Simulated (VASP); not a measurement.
# Ir (P6_3/mmc) in VASP: further runs, part 2 of 2

VASP 6.6.1.

## Step 3: Single point, r2SCAN, collinear spin (13.70 Å³/atom)

This run uses another cell than the first one, of 13.70 Å³/atom.

Contents of POSCAR:

```
Ir
1.0
    2.6901075385      0.0000000000      0.0000000000
   -1.3450537693      2.3297014673      0.0000000000
    0.0000000000      0.0000000000      4.3712922314
Ir
2
Direct
    0.3333333333      0.6666666667      0.2500000000
    0.6666666667      0.3333333333      0.7500000000
```

Contents of INCAR.step1:

```
SYSTEM = Ir
PREC = Accurate
ENCUT = 520
ISMEAR = -1
SIGMA = 0.05
LREAL = .FALSE.
LASPH = .TRUE.
NELM = 150
ISPIN = 2
MAGMOM = 1 1
LMAXMIX = 4
NBANDS = 20
GGA = PE
ALGO = Normal
EDIFF = 1E-4
LWAVE = .TRUE.
LCHARG = .FALSE.
```

Contents of INCAR.step2:

```
SYSTEM = Ir
PREC = Accurate
ENCUT = 520
EDIFF = 1E-6
ISMEAR = -1
SIGMA = 0.05
LREAL = .FALSE.
LASPH = .TRUE.
NELM = 150
ALGO = Normal
ISIF = 2
LWAVE = .FALSE.
LCHARG = .FALSE.
ISPIN = 2
MAGMOM = 1 1
LORBIT = 11
LMAXMIX = 4
METAGGA = R2SCAN
LMIXTAU = .TRUE.
NBANDS = 20
ISTART = 1
```

Contents of KPOINTS:

```
Automatic mesh
0
G
  15 15 8
  0 0 0
```

Potentials or basis: VASP PAW PBE potentials, release 64 (Ir).

Run with:

```
> cat potpaw_PBE.64/Ir/POTCAR > POTCAR
> cp INCAR.step1 INCAR
> mpirun -np 1 vasp_std > vasp.out
> cp INCAR.step2 INCAR
> mpirun -np 1 vasp_std > vasp.out
```

OUTCAR:

```text
SYSTEM = Ir
   PREC = Accurate
   ENCUT = 520
   EDIFF = 1E-6
   ISMEAR = -1
   LREAL = .FALSE.
   LASPH = .TRUE.
   NELM = 150
   ISIF = 2
   ISPIN = 2
   LORBIT = 11
   METAGGA = R2SCAN
   ISTART = 1

 ion  position               nearest neighbor table
   1  0.333  0.667  0.250-   2 2.68   2 2.68   2 2.68   2 2.68   2 2.68   2 2.68
   2  0.667  0.333  0.750-   1 2.68   1 2.68   1 2.68   1 2.68   1 2.68   1 2.68

  LATTYP: Found a hexagonal cell.
 ALAT       =     2.6901075385
 C/A-ratio  =     1.6249507385

  Lattice vectors:

 A1 = (   2.6901075385,   0.0000000000,   0.0000000000)
 A2 = (  -1.3450537693,   2.3297014673,   0.0000000000)
 A3 = (   0.0000000000,   0.0000000000,   4.3712922314)

Analysis of symmetry for initial positions (statically):
=====================================================================
 Subroutine PRICEL returns:
 Original cell was already a primitive cell.

 Routine SETGRP: Setting up the symmetry group for a
 hexagonal supercell.

 Subroutine GETGRP returns: Found 24 space group operations
 (whereof 12 operations were pure point group operations)
 out of a pool of 24 trial point group operations.

The static configuration has the point symmetry D_3d.
 The point group associated with its full space group is D_6h.

Analysis of symmetry for dynamics (positions and initial velocities):
=====================================================================
 Subroutine PRICEL returns:
 Original cell was already a primitive cell.

 Routine SETGRP: Setting up the symmetry group for a
 hexagonal supercell.

 Subroutine GETGRP returns: Found 24 space group operations
 (whereof 12 operations were pure point group operations)
 out of a pool of 24 trial point group operations.

The dynamic configuration has the point symmetry D_3d.
 The point group associated with its full space group is D_6h.

Analysis of structural, dynamic, and magnetic symmetry:
=====================================================================
 Subroutine PRICEL returns:
 Original cell was already a primitive cell.

 Routine SETGRP: Setting up the symmetry group for a
 hexagonal supercell.

 Subroutine GETGRP returns: Found 24 space group operations
 (whereof 12 operations were pure point group operations)
 out of a pool of 24 trial point group operations.

The overall configuration has the point symmetry D_3d.
 The point group associated with its full space group is D_6h.

 Subroutine INISYM returns: Found 24 space group operations
 (whereof 12 operations are pure point group operations),
 and found     1 'primitive' translations

----------------------------------------------------------------------------------------

                                     Primitive cell

  volume of cell :      27.3955

  direct lattice vectors                    reciprocal lattice vectors
     2.690107538  0.000000000  0.000000000     0.371732351  0.214619773  0.000000000
    -1.345053769  2.329701467  0.000000000     0.000000000  0.429239546  0.000000000
     0.000000000  0.000000000  4.371292231     0.000000000  0.000000000  0.228765305

  length of vectors
     2.690107538  2.690107539  4.371292231     0.429239546  0.429239546  0.228765305

[... 73 lines left out ...]
   ICHARG =      0    charge: 1-file 2-atom 10-const
   ISPIN  =      2    spin polarized calculation?
   LNONCOLLINEAR =      F non collinear calculations
   LSORBIT =      F    spin-orbit coupling
   LASPH  =      T    aspherical Exc in radial PAW
   ENCUT  =  520.0 eV  38.22 Ry    6.18 a.u.   5.00  5.00  8.13*2*pi/ulx,y,z
   NELM   =    150;   NELMIN=  2; NELMDL=  0     # of ELM steps
   EDIFF  = 0.1E-05   stopping-criterion for ELM
   LREAL  =      F    real-space projection
   EDIFFG = 0.1E-04   stopping-criterion for IOM
   NSW    =      0    number of steps for IOM
   IBRION =     -1    ionic relax: 0-MD 1-quasi-New 2-CG
   NFREE  =      0    steps in history (QN), initial steepest desc. (CG)
   ISIF   =      2    stress and relaxation
   ISYM   =      2    0-nonsym 1-usesym 2-fastsym
   POTIM  = 0.5000    time-step for ionic-motion
   TEBEG  =    0.0;   TEEND  =   0.0 temperature during run
   PSTRESS=    0.0 pullay stress
   NELECT =      18.0000    total number of electrons
   NUPDOWN=      -1.0000    fix difference up-down
   EMIN   =  10.00;   EMAX   =-10.00  energy-range for DOS
   EFERMI =   0.00;   METHOD = LEGACY
   ISMEAR =    -1;   SIGMA  =   0.05  broadening in eV -4-tet -1-fermi 0-gaus
   EFERMI_NEDOS =   21; number of points for ismear=-14 and -15
   IALGO  =     38    algorithm
   IMIX   =      4    mixing-type and parameters
     AMIX     =   0.40;   BMIX     =  1.00
     AMIX_MAG =   1.60;   BMIX_MAG =  1.00
  volume/ion in A,a.u.               =      13.70        92.44
  Fermi-wavevector in a.u.,A,eV,Ry     =   1.423221  2.689498 27.559399  2.025559
  Thomas-Fermi vector in A             =   2.543842
   LORBIT       =     11    0 simple, 1 ext, 2 COOP (PROOUT), +10 PAW based schemes
   METAGGA = R2SCAN    functional components
   LHFCALC =     F    Hartree Fock is set to
   AEXX    =    0.0000 exact exchange contribution
   IVDW    =     0    specifies the selected vdW correction
   LEPSILON=     F    determine dielectric tensor
   LRPA    =     F    only Hartree local field effects (RPA)
 spin polarized calculation
  energy-cutoff  :      520.00
  volume of cell :       27.40
 maximum number of plane-waves:       764
 NGX is ok and might be reduce to    20
   NGX =  9   NGY =  9   NGZ = 17

 number of electron      18.0000001 magnetization       0.0000012

 number of electron      18.0000001 magnetization      -0.0000004

 Free energy of the ion-electron system (eV)
  ---------------------------------------------------
  ext. energy  EPLUGINS =         0.00000000
  ---------------------------------------------------
  free energy    TOTEN  =      -104.48973403 eV

  energy without entropy =     -104.47064709  energy(sigma->0) =     -104.48019056

 E-fermi :  10.8985     XC(G=0): -15.5609

 val. band max:       10.8980270776   @ k =   0.3333   0.1333   0.3750
 cond. band min:      10.9007614609   @ k =   0.1333   0.0667   0.5000
 fundamental gap:      0.0027343833
 Fermi energy:        10.8985299231

 spin component 1

 k-point     1 :       0.0000    0.0000    0.0000
  band No.  band energies     occupation
      1      -1.1486      1.00000
      2       1.9817      1.00000
      3       6.5516      1.00000
      4       6.6782      1.00000
      5       6.6782      1.00000
      6       7.3939      1.00000
[... 541 lines left out ...]
     19      29.1221      0.00000
     20      38.0568      0.00000

 [... further k-points ...]

 spin component 2

 k-point     1 :       0.0000    0.0000    0.0000
  band No.  band energies     occupation
      1      -1.1486      1.00000
      2       1.9817      1.00000
      3       6.5516      1.00000
      4       6.6782      1.00000
      5       6.6782      1.00000
      6       7.3939      1.00000
[... 541 lines left out ...]
     19      29.1221      0.00000
     20      38.0568      0.00000

 [... further k-points ...]

------------------------ aborting loop because EDIFF is reached ----------------------------------------

  FORCE on cell =-STRESS in cart. coord.  units (eV):
  Direction    XX          YY          ZZ          XY          YZ          ZX
  --------------------------------------------------------------------------------------
  -------------------------------------------------------------------------------------
  Total        3.4239745      3.4239745      3.3261373     -0.0000000      0.0000000      0.0000000
  in kB      200.2448448    200.2448448    194.5230162     -0.0000000      0.0000000      0.0000000
  external PRESSURE =     198.3375686 kB  Pullay stress =       0.0000000 kB

 VOLUME and BASIS-vectors are now :
 -----------------------------------------------------------------------------
  energy-cutoff  :      520.00
  volume of cell :       27.40
      direct lattice vectors                 reciprocal lattice vectors
     2.690107538  0.000000000  0.000000000     0.371732351  0.214619773  0.000000000
    -1.345053769  2.329701467  0.000000000     0.000000000  0.429239546  0.000000000
     0.000000000  0.000000000  4.371292231     0.000000000  0.000000000  0.228765305

 POSITION                                       TOTAL-FORCE (eV/Angst)
 -----------------------------------------------------------------------------------
     -0.00000      1.55313      1.09282        -0.000000     -0.000000      0.000000
      1.34505      0.77657      3.27847         0.000000      0.000000      0.000000
 -----------------------------------------------------------------------------------
    total drift:                               -0.000000      0.000000     -0.000000

  FREE ENERGIE OF THE ION-ELECTRON SYSTEM (eV)
  ---------------------------------------------------
  free  energy   TOTEN  =      -104.4897340326 eV

  energy  without entropy=     -104.4706470916  energy(sigma->0) =     -104.48019056

 total charge

# of ion       s       p       d       tot
------------------------------------------
    1        0.692   0.790   7.027   8.508
    2        0.692   0.790   7.027   8.508
--------------------------------------------------
tot          1.384   1.579  14.053  17.017

 magnetization (x)

# of ion       s       p       d       tot
------------------------------------------
    1       -0.000   0.000   0.000   0.000
    2       -0.000   0.000   0.000   0.000
--------------------------------------------------
tot         -0.000   0.000   0.000   0.000
```

Wall time 11 min (1 thread of Intel Xeon 8259CL, shared host); peak memory 0.24 GiB.

What came out:

* Free energy: -104.4897 eV
* Pressure: 19.8 GPa
* Band gap on the k mesh: zero (filled and empty bands overlap)
* Net moment: 0.00 μB per cell
* Valence electrons inside the program's atomic spheres: Ir 8.51

Stress tensor (GPa, compression positive):
```
20.02  0.00  0.00
 0.00 20.02  0.00
 0.00  0.00 19.45
```

Levels at points of the mesh, in eV from the Fermi level:
Spin up:
| k point | band 7 | band 8 | band 9 | band 10 | band 11 | band 12 |
| --- | --- | --- | --- | --- | --- | --- |
| (0.00, 0.00, 0.00) | -3.50 | -2.61 | -2.61 | -0.91 | 0.29 | 0.29 |
| (0.00, 0.00, 0.50) | -4.35 | -4.35 | -0.53 | -0.53 | -0.53 | -0.53 |
Spin down:
```csv
k point,band 5,band 6,band 7,band 8,band 9,band 10,band 11,band 12,band 13,band 14
"(0.00, 0.00, 0.00)",-4.22,-3.50,-3.50,-2.61,-2.61,-0.91,0.29,0.29,7.76,15.05
"(0.00, 0.00, 0.50)",-4.35,-4.35,-4.35,-4.35,-0.53,-0.53,-0.53,-0.53,14.42,14.42
```

Caveat: the cell stands under pressure; the PAW data sets were made with another functional, which shifts forces and pressure a little; spin-orbit coupling is left out, which moves the levels of the heavy elements.

## Step 4: Single point, r2SCAN, collinear spin (15.98 Å³/atom)

This run uses another cell than the first one, of 15.98 Å³/atom.

Contents of POSCAR:

```
Ir
1.0
    2.8319477616      0.0000000000      0.0000000000
   -1.4159738808      2.4525387038      0.0000000000
    0.0000000000      0.0000000000      4.6017756066
Ir
2
Direct
    0.3333333333      0.6666666667      0.2500000000
    0.6666666667      0.3333333333      0.7500000000
```

INCAR.step1 is that of step 3.

INCAR.step2 is that of step 3.

Contents of KPOINTS:

```
regular mesh
0
G
  15 15 8
  0 0 0
```

Run with:

```
> cat potpaw_PBE.64/Ir/POTCAR > POTCAR
> cp INCAR.step1 INCAR
> mpirun -np 1 vasp_std > vasp.out
> cp INCAR.step2 INCAR
> mpirun -np 1 vasp_std > vasp.out
```

It took 11 min on 1 thread of Intel Xeon Platinum 8259CL at 2.50GHz (Skylake/Cascade Lake), shared host; peak memory 0.27 GiB.

Results (log left out):

| Item | Value |
| --- | --- |
| Free energy | -104.2258 eV |
| Pressure | -30.3 GPa |
| Band gap on the k mesh | zero (filled and empty bands overlap) |
| Net moment | 0.00 μB per cell |
| Valence electrons inside the program's atomic spheres | Ir 8.03 |

Stress tensor (GPa, compression positive):
```
-29.98   0.00   0.00
  0.00 -29.98   0.00
  0.00   0.00 -30.89
```

Levels at points of the mesh, in eV from the Fermi level:
Spin up:
```csv
k point,band 6,band 7,band 8,band 9,band 10,band 11,band 12,band 13
"(0.00, 0.00, 0.00)",-2.75,-2.75,-2.06,-2.06,-0.44,0.23,0.23,6.33
"(0.00, 0.00, 0.50)",-3.41,-3.41,-3.41,-0.44,-0.44,-0.44,-0.44,13.95
```
Spin down:
| k point | band 7 | band 8 | band 9 | band 10 | band 11 | band 12 |
| --- | --- | --- | --- | --- | --- | --- |
| (0.00, 0.00, 0.00) | -2.75 | -2.06 | -2.06 | -0.44 | 0.23 | 0.23 |
| (0.00, 0.00, 0.50) | -3.41 | -3.41 | -0.44 | -0.44 | -0.44 | -0.44 |

Caveat: the cell stands under tension; the PAW data sets were made with another functional, which shifts forces and pressure a little; spin-orbit coupling is left out, which moves the levels of the heavy elements.

## Step 5: Overview

| cell | gap on the mesh (eV) | pressure (GPa) | moment (μB) |
| --- | --- | --- | --- |
| a = 2.652, b = 2.652, c = 4.310 Å, angles 90.0, 90.0, 120.0°, 2 atoms | none | 42.1 | 0.00 |
| a = 2.690, b = 2.690, c = 4.371 Å, angles 90.0, 90.0, 120.0°, 2 atoms | none | 19.8 | 0.00 |
| a = 2.832, b = 2.832, c = 4.602 Å, angles 90.0, 90.0, 120.0°, 2 atoms | none | -30.3 | 0.00 |

Alike in all rows: task single point; level r2SCAN; potentials or basis VASP PAW PBE potentials, release 64 (Ir); spin collinear; k mesh 15 × 15 × 8; cutoff (eV) 520; smearing fermi-dirac 0.05 eV.

Caveats: the PAW data sets were made with another functional, which shifts forces and pressure a little; spin-orbit coupling is left out, which moves the levels of the heavy elements; the cell stands under pressure (at least some runs); the cell stands under tension (at least some runs).

Absolute energies hang on the potentials; compare differences alone.
